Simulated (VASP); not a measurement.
# Sb (P6/mmm) in VASP: further runs, part 2 of 2

VASP 6.6.1.

### 5 Single point, PBE

This run uses another cell than the first one, of 26.24 Å³/atom, 1.286 times its volume.

INCAR reads:

```
PREC = Accurate
ENCUT = 520
EDIFF = 1E-7
ISMEAR = -1
SIGMA = 0.05
LREAL = False
LASPH = True
NELM = 80
ALGO = Normal
ISIF = 2
LWAVE = False
LCHARG = True
GGA = PE
LELF = True
LVHAR = True
NBANDS = 8
```

KPOINTS reads:

```
Automatic mesh
0
Gamma
  13 13 12
```

POSCAR reads:

```
Sb
1.0
    3.1688885968      0.0000000000      0.0000000000
   -1.5844442984      2.7443380266      0.0000000000
    0.0000000000      0.0000000000      3.0176227213
Sb
1
Direct
    0.0000000000      0.0000000000      0.0000000000
```

Potentials or basis: VASP PAW PBE potentials, release 64 (Sb).

The run is started by

```console
$ cat potpaw_PBE.64/Sb/POTCAR > POTCAR
$ mpirun -np 1 vasp_std > vasp.out
```

OUTCAR:

```text
PREC = Accurate
   ENCUT = 520
   EDIFF = 1E-7
   ISMEAR = -1
   LREAL = False
   LASPH = True
   NELM = 80
   ISIF = 2
   GGA = PE

 ion  position               nearest neighbor table
   1  0.000  0.000  0.000-

  LATTYP: Found a hexagonal cell.
 ALAT       =     3.1688885968
 C/A-ratio  =     0.9522653224

  Lattice vectors:

 A1 = (   3.1688885968,   0.0000000000,   0.0000000000)
 A2 = (  -1.5844442984,   2.7443380266,   0.0000000000)
 A3 = (   0.0000000000,   0.0000000000,   3.0176227213)

Analysis of symmetry for initial positions (statically):
=====================================================================
 Subroutine PRICEL returns:
 Original cell was already a primitive cell.

 Routine SETGRP: Setting up the symmetry group for a
 hexagonal supercell.

 Subroutine GETGRP returns: Found 24 space group operations
 (whereof 24 operations were pure point group operations)
 out of a pool of 24 trial point group operations.

The static configuration has the point symmetry D_6h.

Analysis of symmetry for dynamics (positions and initial velocities):
=====================================================================
 Subroutine PRICEL returns:
 Original cell was already a primitive cell.

 Routine SETGRP: Setting up the symmetry group for a
 hexagonal supercell.

 Subroutine GETGRP returns: Found 24 space group operations
 (whereof 24 operations were pure point group operations)
 out of a pool of 24 trial point group operations.

The dynamic configuration has the point symmetry D_6h.

 Subroutine INISYM returns: Found 24 space group operations
 (whereof 24 operations are pure point group operations),
 and found     1 'primitive' translations

----------------------------------------------------------------------------------------

                                     Primitive cell
[... 102 lines left out ...]
   EMIN   =  10.00;   EMAX   =-10.00  energy-range for DOS
   EFERMI =   0.00;   METHOD = LEGACY
   ISMEAR =    -1;   SIGMA  =   0.05  broadening in eV -4-tet -1-fermi 0-gaus
   EFERMI_NEDOS =   21; number of points for ismear=-14 and -15
   IALGO  =     38    algorithm
   IMIX   =      4    mixing-type and parameters
     AMIX     =   0.40;   BMIX     =  1.00
     AMIX_MAG =   1.60;   BMIX_MAG =  1.00
  volume/ion in A,a.u.               =      26.24       177.09
  Fermi-wavevector in a.u.,A,eV,Ry     =   0.942023  1.780166 12.073918  0.887408
  Thomas-Fermi vector in A             =   2.069592
   LORBIT       =      0    0 simple, 1 ext, 2 COOP (PROOUT), +10 PAW based schemes
   GGA     = PE    functional components
   LHFCALC =     F    Hartree Fock is set to
   AEXX    =    0.0000 exact exchange contribution
   IVDW    =     0    specifies the selected vdW correction
   LEPSILON=     F    determine dielectric tensor
   LRPA    =     F    only Hartree local field effects (RPA)
 non-spin polarized calculation
  energy-cutoff  :      520.00
  volume of cell :       26.24
 maximum number of plane-waves:       719
 NGX is ok and might be reduce to    24
   NGX = 11   NGY = 11   NGZ = 11

 number of electron       5.0000000 magnetization

 Free energy of the ion-electron system (eV)
  ---------------------------------------------------
  ext. energy  EPLUGINS =         0.00000000
  ---------------------------------------------------
  free energy    TOTEN  =        -3.93441416 eV

  energy without entropy =       -3.93019204  energy(sigma->0) =       -3.93230310

 E-fermi :   8.8337     XC(G=0): -10.2563

 val. band max:        8.8102906743   @ k =   0.2308   0.1538   0.0000
 cond. band min:       8.8732988143   @ k =   0.2308   0.0769   0.3333
 fundamental gap:      0.0630081400
 Fermi energy:         8.8337310414

 k-point     1 :       0.0000    0.0000    0.0000
  band No.  band energies     occupation
      1      -4.4542      2.00000
      2      12.0972      0.00000
      3      13.9308      0.00000
      4      13.9308      0.00000
      5      15.7645      0.00000
      6      19.1048      0.00000
      7      19.1048      0.00000
      8      19.3946      0.00000
[... 243 lines left out ...]
 k-point    24 :       0.1538    0.0000    0.0833
  band No.  band energies     occupation
      1      -3.8743      2.00000
      2      10.6247      0.00000
      3      11.3216      0.00000
      4      12.9079      0.00000
      5      16.5970      0.00000
      6      17.9221      0.00000
      7      20.8869      0.00000
      8      21.7114      0.00000

 [... further k-points ...]
[... 5 lines left out ...]
  --------------------------------------------------------------------------------------
  -------------------------------------------------------------------------------------
  Total        1.2452292      1.2452292      1.2526715     -0.0000000      0.0000000      0.0000000
  in kB       76.0239393     76.0239393     76.4783092     -0.0000000      0.0000000      0.0000000
  external PRESSURE =      76.1753960 kB  Pullay stress =       0.0000000 kB

 VOLUME and BASIS-vectors are now :
 -----------------------------------------------------------------------------
  energy-cutoff  :      520.00
  volume of cell :       26.24
      direct lattice vectors                 reciprocal lattice vectors
     3.168888597  0.000000000  0.000000000     0.315568052  0.182193299  0.000000000
    -1.584444298  2.744338027  0.000000000     0.000000000  0.364386599  0.000000000
     0.000000000  0.000000000  3.017622721     0.000000000  0.000000000  0.331386688

 POSITION                                       TOTAL-FORCE (eV/Angst)
 -----------------------------------------------------------------------------------
      0.00000      0.00000      0.00000         0.000000      0.000000      0.000000
 -----------------------------------------------------------------------------------
    total drift:                                0.000000      0.000000     -0.000000

  FREE ENERGIE OF THE ION-ELECTRON SYSTEM (eV)
  ---------------------------------------------------
  free  energy   TOTEN  =        -3.9344141622 eV

  energy  without entropy=       -3.9301920411  energy(sigma->0) =       -3.93230310
```

stdout:

```text
POSCAR found type information on POSCAR Sb
 POSCAR found :  1 types and       1 ions
 scaLAPACK will be used
 LDA part: xc-table for (Slater+PW92), standard interpolation
 POSCAR, INCAR and KPOINTS ok, starting setup
 FFT: planning ... GRIDC
 FFT: planning ... GRID_SOFT
 FFT: planning ... GRID
 WAVECAR not read
 entering main loop
```

It took 33 s on 1 thread of Intel Xeon 8259CL, shared host; peak memory 0.16 GiB.

Results:

| Item | Value |
| --- | --- |
| Free energy | -3.9344 eV |
| Pressure | 7.6 GPa |

Caveat: spin-orbit coupling is left out, which moves the levels of the heavy elements.

### 6 Overview

```csv
cell,gap on the mesh (eV),pressure (GPa)
"a = 2.915, b = 2.915, c = 2.773 Å, angles 90.0, 90.0, 120.0°, 1 atom",none,45.5
"a = 3.051, b = 3.051, c = 2.893 Å, angles 90.0, 90.0, 120.0°, 1 atom",none,21.1
"a = 3.169, b = 3.169, c = 3.018 Å, angles 90.0, 90.0, 120.0°, 1 atom",none,7.6
```

Alike in all rows: task single point; level PBE; potentials or basis VASP PAW PBE potentials, release 64 (Sb); no spin polarisation; k mesh 13 × 13 × 12; cutoff (eV) 520; smearing fermi-dirac 0.05 eV.

Caveats: spin-orbit coupling is left out, which moves the levels of the heavy elements.

Absolute energies hang on the potentials; compare differences alone.
